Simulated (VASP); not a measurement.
A run of VASP 6.6.1:

INCAR

```
ALGO = Normal ; EDIFF = 1E-6
ENCUT = 520 ; GGA = PE
ISIF = 2 ; ISMEAR = 0
LASPH = True ; LCHARG = True
LELF = True ; LREAL = False
LVHAR = True ; LWAVE = False
NBANDS = 19 ; NELM = 100
PREC = Accurate ; SIGMA = 0.01
```

Contents of KPOINTS:

```
k-points
0
Gamma
  6 6 6
```

POSCAR

```
SrCl2
1.0
    0.0000000000      3.4976509416      3.4976509416
    3.4976509416      0.0000000000      3.4976509416
    3.4976509416      3.4976509416      0.0000000000
Sr Cl
1 2
Direct
    0.0000000000      0.0000000000      0.0000000000
    0.2500000000      0.2500000000      0.2500000000
    0.7500000000      0.7500000000      0.7500000000
```

Potentials or basis: VASP PAW PBE potentials, release 64 (Sr_sv, Cl).

Run with:

```bash
$ cat potpaw_PBE.64/Sr_sv/POTCAR potpaw_PBE.64/Cl/POTCAR > POTCAR
$ mpirun -np 1 vasp_std > vasp.out
```

Hardware: 1 thread of Intel(R) Xeon(R) Platinum 8559C (Emerald Rapids) (shared host).

Problem. Estimate the wall time of this run.

Solution. It took 23 s on 1 thread of Intel(R) Xeon(R) Platinum 8559C (Emerald Rapids) (shared host), peak memory 0.23 GiB. Counts: scf iterations 14, k points 16.
